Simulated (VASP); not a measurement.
# Ga (Cmce) in VASP: a series of runs

Runs on Ga. Level: revPBE. Tasks: single point.

Program: VASP 6.6.1. These are calculated values, not measurements. Logs are shortened: lines on timing, memory, paths and dates and some standing lists are left out, and cuts for length are marked.

### Step 1. The cell of the first run

Symmetry: Cmce, No. 64, orthorhombic system. The conventional cell has a = 4.476 Å, b = 7.492 Å, c = 4.394 Å, α = 90.00°, β = 90.00°, γ = 90.00°. Ga (site symmetry m) has 7 Ga at 2.45 to 2.74 Å within 3.2 Å.

### Step 2. Single point, revPBE (18.42 Å³/atom)

INCAR

```
SYSTEM = Ga
  PREC = Accurate
  ENCUT = 520
  EDIFF = 1E-6
  ISMEAR = -1
  SIGMA = 0.1
  LREAL = .False.
  LASPH = .True.
  NELM = 100
  ALGO = Normal
  ISIF = 2
  LWAVE = .False.
  LCHARG = .False.
  GGA = RE
  NBANDS = 34
```

KPOINTS

```
Automatic mesh
0
Gamma
  10 10 9
  0 0 0
```

POSCAR

```
Ga
1.0
    2.2380479440     -3.7460159347      0.0000000000
    2.2380479440      3.7460159347      0.0000000000
    0.0000000000      0.0000000000      4.3943041302
Ga
4
Direct
    0.8439416661      0.1560583339      0.0826813058
    0.6560583339      0.3439416661      0.5826813058
    0.1560583339      0.8439416661      0.9173186942
    0.3439416661      0.6560583339      0.4173186942
```

Potentials or basis: VASP PAW PBE potentials, release 64 (Ga_d).

Started as:

```console
cat potpaw_PBE.64/Ga_d/POTCAR > POTCAR
mpirun -np 1 vasp_std > vasp.out
```

OUTCAR:

```text
SYSTEM = Ga
   PREC = Accurate
   ENCUT = 520
   EDIFF = 1E-6
   ISMEAR = -1
   LREAL = .False.
   LASPH = .True.
   NELM = 100
   ISIF = 2
   GGA = RE

 ion  position               nearest neighbor table
   1  0.844  0.156  0.083-   3 2.45   2 2.61   2 2.61   4 2.68   4 2.68   3 2.74   3 2.74
   2  0.656  0.344  0.583-   4 2.45   1 2.61   1 2.61   3 2.68   3 2.68   4 2.74   4 2.74
   3  0.156  0.844  0.917-   1 2.45   4 2.61   4 2.61   2 2.68   2 2.68   1 2.74   1 2.74
   4  0.344  0.656  0.417-   2 2.45   3 2.61   3 2.61   1 2.68   1 2.68   2 2.74   2 2.74

  LATTYP: Found a base centered orthorhombic cell.
 ALAT       =     4.4760958880
 B/A-ratio  =     1.6737871701
 C/A-ratio  =     0.9817269871

  Lattice vectors:

 A1 = (   2.2380479440,  -3.7460159347,   0.0000000000)
 A2 = (   2.2380479440,   3.7460159347,   0.0000000000)
 A3 = (   0.0000000000,   0.0000000000,   4.3943041302)

Analysis of symmetry for initial positions (statically):
=====================================================================
 Subroutine PRICEL returns:
 Original cell was already a primitive cell.

 Routine SETGRP: Setting up the symmetry group for a
 base centered orthorhombic supercell.

 Subroutine GETGRP returns: Found  8 space group operations
 (whereof  4 operations were pure point group operations)
 out of a pool of  8 trial point group operations.

The static configuration has the point symmetry C_2h.
 The point group associated with its full space group is D_2h.

Analysis of symmetry for dynamics (positions and initial velocities):
=====================================================================
 Subroutine PRICEL returns:
 Original cell was already a primitive cell.

 Routine SETGRP: Setting up the symmetry group for a
 base centered orthorhombic supercell.

 Subroutine GETGRP returns: Found  8 space group operations
 (whereof  4 operations were pure point group operations)
 out of a pool of  8 trial point group operations.

The dynamic configuration has the point symmetry C_2h.
 The point group associated with its full space group is D_2h.

 Subroutine INISYM returns: Found  8 space group operations
 (whereof  4 operations are pure point group operations),
 and found     1 'primitive' translations

----------------------------------------------------------------------------------------

                                     Primitive cell

  volume of cell :      73.6816

  direct lattice vectors                    reciprocal lattice vectors
     2.238047944 -3.746015935  0.000000000     0.223408976 -0.133475140  0.000000000
     2.238047944  3.746015935  0.000000000     0.223408976  0.133475140  0.000000000
     0.000000000  0.000000000  4.394304130     0.000000000  0.000000000  0.227567317

  length of vectors
     4.363656034  4.363656034  4.394304130     0.260244469  0.260244469  0.227567317

  position of ions in fractional coordinates (direct lattice)
     0.843941666  0.156058334  0.082681306
     0.656058334  0.343941666  0.582681306
     0.156058334  0.843941666  0.917318694
     0.343941666  0.656058334  0.417318694

  ion indices of the primitive-cell ions
   primitive index   ion index
                 1           1
                 2           2
                 3           3
                 4           4

----------------------------------------------------------------------------------------

 KPOINTS: Automatic mesh

Automatic generation of k-mesh.
 Grid dimensions read from file:
 generate k-points for:   10   10    9

 Generating k-lattice:

  Cartesian coordinates                     Fractional coordinates (reciprocal lattice)
     0.022340898 -0.013347514  0.000000000     0.100000000  0.000000000  0.000000000
     0.022340898  0.013347514  0.000000000     0.000000000  0.100000000  0.000000000
     0.000000000  0.000000000  0.025285257     0.000000000  0.000000000  0.111111111

  Length of vectors
     0.026024447  0.026024447  0.025285257

  Shift w.r.t. Gamma in fractional coordinates (k-lattice)
     0.000000000  0.000000000  0.000000000

 Subroutine IBZKPT returns following result:
 ===========================================

 Found    155 irreducible k-points:

 Following reciprocal coordinates:
            Coordinates               Weight
  0.000000  0.000000  0.000000      1.000000
  0.100000  0.000000  0.000000      4.000000
  0.200000  0.000000  0.000000      4.000000
  0.300000  0.000000  0.000000      4.000000
  0.400000  0.000000  0.000000      4.000000
  0.500000  0.000000  0.000000      2.000000
[... 16 lines left out ...]
  0.300000  0.300000  0.000000      2.000000
  0.400000  0.300000  0.000000      4.000000
 [... further k-points ...]
   k-points           NKPTS =    155   k-points in BZ     NKDIM =    155   number of bands    NBANDS=     34
   number of dos      NEDOS =    301   number of ions     NIONS =      4
   total plane-waves  NPLWV =  36864
   dimension x,y,z NGX =    32 NGY =   32 NGZ =   36
[... 41 lines left out ...]
   AEXX    =    0.0000 exact exchange contribution
   IVDW    =     0    specifies the selected vdW correction
   LEPSILON=     F    determine dielectric tensor
   LRPA    =     F    only Hartree local field effects (RPA)
 non-spin polarized calculation
  energy-cutoff  :      520.00
  volume of cell :       73.68
 maximum number of plane-waves:      2007
   NGX = 17   NGY = 17   NGZ = 17

 number of electron      52.0000026 magnetization

 Free energy of the ion-electron system (eV)
  ---------------------------------------------------
  ext. energy  EPLUGINS =         0.00000000
  ---------------------------------------------------
  free energy    TOTEN  =       -10.23656530 eV

  energy without entropy =      -10.20616110  energy(sigma->0) =      -10.22136320

 E-fermi :   5.6370     XC(G=0): -10.8505

 val. band max:        5.6186027985   @ k =  -0.4000   0.2000   0.0000
 cond. band min:       5.6400864275   @ k =   0.2000   0.2000   0.0000
 fundamental gap:      0.0214836290
 Fermi energy:         5.6370333817

 k-point     1 :       0.0000    0.0000    0.0000
  band No.  band energies     occupation
      1      -9.5882      2.00000
      2      -9.5879      2.00000
      3      -9.5537      2.00000
      4      -9.5276      2.00000
      5      -9.4907      2.00000
      6      -9.4784      2.00000
[... 26 lines left out ...]
     33      12.9053      0.00000
     34      13.4276      0.00000

 k-point     2 :       0.1000    0.0000    0.0000
  band No.  band energies     occupation
      1      -9.5910      2.00000
      2      -9.5829      2.00000
      3      -9.5555      2.00000
      4      -9.5327      2.00000
      5      -9.4859      2.00000
      6      -9.4732      2.00000
[... 26 lines left out ...]
     33      12.9089      0.00000
     34      13.5549      0.00000

 k-point     3 :       0.2000    0.0000    0.0000
  band No.  band energies     occupation
      1      -9.5933      2.00000
      2      -9.5690      2.00000
      3      -9.5633      2.00000
      4      -9.5438      2.00000
      5      -9.4845      2.00000
      6      -9.4513      2.00000
[... 26 lines left out ...]
     33      12.2556      0.00000
     34      13.2270      0.00000

 k-point     4 :       0.3000    0.0000    0.0000
  band No.  band energies     occupation
      1      -9.5897      2.00000
      2      -9.5710      2.00000
      3      -9.5595      2.00000
      4      -9.5447      2.00000
      5      -9.4901      2.00000
      6      -9.4716      2.00000
[... 26 lines left out ...]
     33      11.8762      0.00000
     34      13.2062      0.00000

 k-point     5 :       0.4000    0.0000    0.0000
  band No.  band energies     occupation
      1      -9.5864      2.00000
      2      -9.5700      2.00000
      3      -9.5624      2.00000
      4      -9.5283      2.00000
      5      -9.5029      2.00000
      6      -9.4979      2.00000
[... 621 lines left out ...]
 k-point    22 :      -0.2000    0.2000    0.0000
  band No.  band energies     occupation
      1      -9.6026      2.00000
      2      -9.5847      2.00000
      3      -9.5510      2.00000
      4      -9.5324      2.00000
      5      -9.5007      2.00000
      6      -9.4915      2.00000
[... 26 lines left out ...]
     33      11.3447      0.00000
     34      12.0207      0.00000

 k-point    23 :       0.3000    0.3000    0.0000
  band No.  band energies     occupation
      1      -9.6388      2.00000
      2      -9.5862      2.00000
      3      -9.5697      2.00000
      4      -9.5197      2.00000
      5      -9.5176      2.00000
      6      -9.4254      2.00000
[... 26 lines left out ...]
     33      15.2226      0.00000
     34      15.2490      0.00000

 k-point    24 :       0.4000    0.3000    0.0000
  band No.  band energies     occupation
      1      -9.6443      2.00000
      2      -9.5999      2.00000
      3      -9.5716      2.00000
      4      -9.5135      2.00000
      5      -9.4908      2.00000
      6      -9.4641      2.00000
[... 26 lines left out ...]
     33      15.1780      0.00000
     34      15.3285      0.00000

 [... further k-points ...]
[... 5 lines left out ...]
  --------------------------------------------------------------------------------------
  -------------------------------------------------------------------------------------
  Total        3.3505062      3.9139406      3.8834846      0.0000000     -0.0000000      0.0000000
  in kB       72.8554246     85.1070812     84.4448277      0.0000000     -0.0000000      0.0000000
  external PRESSURE =      80.8024445 kB  Pullay stress =       0.0000000 kB

 VOLUME and BASIS-vectors are now :
 -----------------------------------------------------------------------------
  energy-cutoff  :      520.00
  volume of cell :       73.68
      direct lattice vectors                 reciprocal lattice vectors
     2.238047944 -3.746015935  0.000000000     0.223408976 -0.133475140  0.000000000
     2.238047944  3.746015935  0.000000000     0.223408976  0.133475140  0.000000000
     0.000000000  0.000000000  4.394304130     0.000000000  0.000000000  0.227567317

 POSITION                                       TOTAL-FORCE (eV/Angst)
 -----------------------------------------------------------------------------------
      2.23805     -2.57682      0.36333         0.000000     -0.058865      0.018501
      2.23805     -1.16919      2.56048         0.000000      0.058865      0.018501
      2.23805      2.57682      4.03098         0.000000      0.058865     -0.018501
      2.23805      1.16919      1.83383         0.000000     -0.058865     -0.018501
 -----------------------------------------------------------------------------------
    total drift:                               -0.000000     -0.000000     -0.000000

  FREE ENERGIE OF THE ION-ELECTRON SYSTEM (eV)
  ---------------------------------------------------
  free  energy   TOTEN  =       -10.2365652979 eV

  energy  without entropy=      -10.2061611020  energy(sigma->0) =      -10.22136320
```

It took 2.1 min on 1 thread of Intel Xeon 6975P-C (Granite Rapids), shared host; peak memory 0.37 GiB.

Results:

| Quantity | Value |
| --- | --- |
| Free energy | -10.2366 eV |
| Pressure | 8.1 GPa |
| Largest force | 0.062 eV/Å |
| Band gap on the k mesh | zero (bands 26 and 27 overlap by 1.25 eV) |

Forces on the atoms (eV/Å):
```
Ga   0.000 -0.059  0.019
Ga   0.000  0.059  0.019
Ga   0.000  0.059 -0.019
Ga   0.000 -0.059 -0.019
```

Stress tensor (GPa, compression positive):
```
7.29 0.00 0.00
0.00 8.51 0.00
0.00 0.00 8.44
```

Caveat: the cell stands under pressure; the PAW data sets were made with another functional, which shifts forces and pressure a little.

### Step 3. Single point, revPBE (19.26 Å³/atom)

This run uses another cell than the first one, of 19.26 Å³/atom.

INCAR

```
ALGO = Normal ; EDIFF = 1E-6
ENCUT = 520 ; GGA = RE
ISIF = 2 ; ISMEAR = -1
LASPH = T ; LCHARG = F
LREAL = F ; LWAVE = F
NBANDS = 34 ; NELM = 80
PREC = Accurate ; SIGMA = 0.1
```

KPOINTS

```
k-points
0
Gamma
  10 10 9
```

POSCAR

```
Ga
1.0
    2.2714565701     -3.8019348644      0.0000000000
    2.2714565701      3.8019348644      0.0000000000
    0.0000000000      0.0000000000      4.4599004298
Ga
4
Direct
    0.8439416661      0.1560583339      0.0826813058
    0.6560583339      0.3439416661      0.5826813058
    0.1560583339      0.8439416661      0.9173186942
    0.3439416661      0.6560583339      0.4173186942
```

Potentials or basis: VASP PAW PBE potentials, release 64 (Ga_d).

Started as:

```console
cat potpaw_PBE.64/Ga_d/POTCAR > POTCAR
mpirun -np 1 vasp_std > vasp.out
```

Run time: 2.7 min. Hardware: 1 thread of Intel Xeon 6975P-C (Granite Rapids), shared host; peak memory 0.4 GiB.

The run converged. Its results:

```yaml
Free_energy: -10.3693 eV
Pressure: 4.7 GPa
Largest_force: 0.032 eV/Å
Band_gap_on_the_k_mesh: zero (bands 26 and 27 overlap by 1.14 eV)
```

Forces in eV/Å, atoms in the order of the input:
```
Ga   0.000 -0.030  0.011
Ga   0.000  0.030  0.011
Ga   0.000  0.030 -0.011
Ga   0.000 -0.030 -0.011
```

Stress tensor (GPa, compression positive):
```
4.21 0.00 0.00
0.00 4.93 0.00
0.00 0.00 5.03
```

Levels at points of the mesh, in eV from the Fermi level:
```csv
k point,band 22,band 23,band 24,band 25,band 26,band 27,band 28,band 29,band 30,band 31
"(0.00, 0.00, 0.00)",-4.07,-3.58,-1.87,-1.81,-0.69,0.87,1.04,1.06,5.15,5.54
"(0.50, 0.00, 0.00)",-8.65,-3.38,-3.38,-1.26,-1.26,0.90,0.90,4.28,4.28,5.51
"(0.50, 0.50, 0.00)",-7.23,-4.23,-3.39,-1.49,-1.42,1.16,1.41,3.38,3.92,4.35
```

Caveat: the cell stands under pressure; the PAW data sets were made with another functional, which shifts forces and pressure a little.

### Step 4. Single point, revPBE (20.09 Å³/atom)

This run uses another cell than the first one, of 20.09 Å³/atom.

INCAR

```
SYSTEM = Ga
  ALGO = Normal
  EDIFF = 1E-7
  ENCUT = 520
  GGA = RE
  ISIF = 2
  ISMEAR = -1
  LASPH = .True.
  LCHARG = .False.
  LREAL = .False.
  LWAVE = .False.
  NBANDS = 34
  NELM = 60
  PREC = Accurate
  SIGMA = 0.1
```

KPOINTS

```
k-points
0
Gamma
  10 10 9
  0 0 0
```

POSCAR

```
Ga
1.0
    2.3039103344     -3.8562555587      0.0000000000
    2.3039103344      3.8562555587      0.0000000000
    0.0000000000      0.0000000000      4.5236219022
Ga
4
Direct
    0.8439416661      0.1560583339      0.0826813058
    0.6560583339      0.3439416661      0.5826813058
    0.1560583339      0.8439416661      0.9173186942
    0.3439416661      0.6560583339      0.4173186942
```

Started as:

```console
cat potpaw_PBE.64/Ga_d/POTCAR > POTCAR
mpirun -np 1 vasp_std > vasp.out
```

It took 5.6 min on 1 thread of Intel Xeon 8259CL, shared host; peak memory 0.42 GiB.

The run converged. Its results:

```yaml
Free_energy: -10.4401 eV
Pressure: 2.1 GPa
Largest_force: 0.006 eV/Å
Band_gap_on_the_k_mesh: zero (bands 26 and 27 overlap by 1.03 eV)
```

Forces on the atoms (eV/Å):
```
Ga   0.000 -0.003  0.005
Ga   0.000  0.003  0.005
Ga   0.000  0.003 -0.005
Ga   0.000 -0.003 -0.005
```

Stress tensor (GPa, compression positive):
```
1.80 0.00 0.00
0.00 2.17 0.00
0.00 0.00 2.37
```

Levels at points of the mesh, in eV from the Fermi level:
| k point | band 23 | band 24 | band 25 | band 26 | band 27 | band 28 | band 29 | band 30 |
| --- | --- | --- | --- | --- | --- | --- | --- | --- |
| (0.00, 0.00, 0.00) | -3.51 | -1.97 | -1.71 | -0.64 | 0.88 | 0.97 | 1.06 | 4.93 |
| (0.50, 0.00, 0.00) | -3.36 | -3.36 | -1.19 | -1.19 | 0.87 | 0.87 | 4.10 | 4.10 |
| (0.50, 0.50, 0.00) | -4.26 | -3.23 | -1.54 | -1.35 | 1.16 | 1.42 | 3.19 | 3.82 |

Caveat: the PAW data sets were made with another functional, which shifts forces and pressure a little.

### Step 5. Single point, revPBE

This run uses another cell than the first one, of 20.93 Å³/atom.

INCAR

```
PREC     = Accurate       # precision mode
ENCUT    = 520            # plane-wave cutoff, eV
EDIFF    = 1E-6           # SCF threshold, eV
ISMEAR   = -1             # smearing method
SIGMA    = 0.1            # smearing width, eV
LREAL    = F              # projectors in reciprocal space
LASPH    = T              # aspherical terms in the spheres
NELM     = 100            # most SCF steps
ALGO     = Normal         # electronic algorithm
ISIF     = 2              # what is computed and relaxed
LWAVE    = F              # write WAVECAR
LCHARG   = F              # write CHGCAR
GGA      = RE             # functional
NBANDS   = 34             # bands
```

KPOINTS

```
regular mesh
0
Gamma
  10 10 9
```

POSCAR

```
Ga
1.0
    2.3354746722     -3.9090875424      0.0000000000
    2.3354746722      3.9090875424      0.0000000000
    0.0000000000      0.0000000000      4.5855970268
Ga
4
Direct
    0.8439416661      0.1560583339      0.0826813058
    0.6560583339      0.3439416661      0.5826813058
    0.1560583339      0.8439416661      0.9173186942
    0.3439416661      0.6560583339      0.4173186942
```

Started as:

```console
cat potpaw_PBE.64/Ga_d/POTCAR > POTCAR
mpirun -np 1 vasp_std > vasp.out
```

Wall time 4.7 min (1 thread of Intel Xeon 8259CL, shared host); peak memory 0.42 GiB.

It converged, with:

```
Free energy            : -10.4627 eV
Pressure               : 0.1 GPa
Largest force          : 0.022 eV/Å
Band gap on the k mesh : zero (bands 26 and 27 overlap by 0.97 eV)
```

Forces in eV/Å, atoms in the order of the input:
```
Ga   0.000  0.022  0.001
Ga   0.000 -0.022  0.001
Ga   0.000 -0.022 -0.001
Ga   0.000  0.022 -0.001
```

Stress tensor (GPa, compression positive):
```
-0.07  0.00  0.00
 0.00  0.10  0.00
 0.00  0.00  0.35
```

Levels at points of the mesh, in eV from the Fermi level:
```tsv
k point	band 24	band 25	band 26	band 27	band 28	band 29
(0.00, 0.00, 0.00)	-2.07	-1.62	-0.59	0.88	0.89	1.08
(0.50, 0.00, 0.00)	-3.35	-1.12	-1.12	0.84	0.84	3.92
(0.50, 0.50, 0.00)	-3.07	-1.60	-1.28	1.16	1.42	3.01
```

Caveat: the PAW data sets were made with another functional, which shifts forces and pressure a little.

### Step 6. Overview

```tsv
cell	gap on the mesh (eV)	pressure (GPa)	largest force (eV/Å)
a = 4.364, b = 4.364, c = 4.394 Å, angles 90.0, 90.0, 118.3°, 4 atoms	none	8.1	0.06
a = 4.429, b = 4.429, c = 4.460 Å, angles 90.0, 90.0, 118.3°, 4 atoms	none	4.7	0.03
a = 4.492, b = 4.492, c = 4.524 Å, angles 90.0, 90.0, 118.3°, 4 atoms	none	2.1	0.01
a = 4.554, b = 4.554, c = 4.586 Å, angles 90.0, 90.0, 118.3°, 4 atoms	none	0.1	0.02
```

Alike in all rows: task single point; level revPBE; potentials or basis VASP PAW PBE potentials, release 64 (Ga_d); no spin polarisation; k mesh 10 × 10 × 9; cutoff (eV) 520; smearing fermi-dirac 0.1 eV.

Caveats: the PAW data sets were made with another functional, which shifts forces and pressure a little; the cell stands under pressure (at least some runs).

Absolute energies hang on the potentials; compare differences alone.

The gap in the log of VASP goes by the Fermi energy; the results here count the filled bands.